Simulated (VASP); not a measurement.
Li2S, 3 atoms in the cell. The structure is cubic, space group Fm-3m (No. 225). The conventional cell has a = 5.691 Å, b = 5.691 Å, c = 5.691 Å, α = 90.00°, β = 90.00°, γ = 90.00°. Within 3.3 Å of S (site symmetry m-3m) lie 8 Li at 2.46 Å. Within 3.3 Å of Li (site symmetry -43m) lie 4 S at 2.46 Å and 6 Li at 2.85 Å. 

```yaml
Program: VASP 6.6.1
Task: single point
Functional: PBE0
Potentials_or_basis: VASP PAW PBE potentials, release 64 (S, Li_sv)
Cutoff: 650 eV
k_mesh: 4 × 4 × 4
Occupations: gaussian, width 0.01 eV
Spin: no spin polarisation
Dipole_correction: no
Grid_for_exact_exchange_PRECFOCK: Normal
Further_INCAR_settings: ALGO = Normal; EDIFF = 1e-06; NBANDS = 13
Share_of_exact_exchange: 0.25
```

Potentials or basis: VASP PAW PBE potentials, release 64 (S, Li_sv).

Launch:

```bash
$ cat potpaw_PBE.64/S/POTCAR potpaw_PBE.64/Li_sv/POTCAR > POTCAR
$ cp INCAR.step1 INCAR
$ mpirun -np 1 vasp_std > vasp.out
$ cp INCAR.step2 INCAR
$ mpirun -np 1 vasp_std > vasp.out
```

Hardware: 1 thread of Intel(R) Xeon(R) Platinum 8259CL CPU @ 2.50GHz (Skylake/Cascade Lake), on a shared host.

**Question.** How long does it take, and how much memory?

**Answer.** It took 4.1 min on 1 thread of Intel(R) Xeon(R) Platinum 8259CL CPU @ 2.50GHz (Skylake/Cascade Lake) (shared host), peak memory 0.2 GiB. Counts: k points 8.
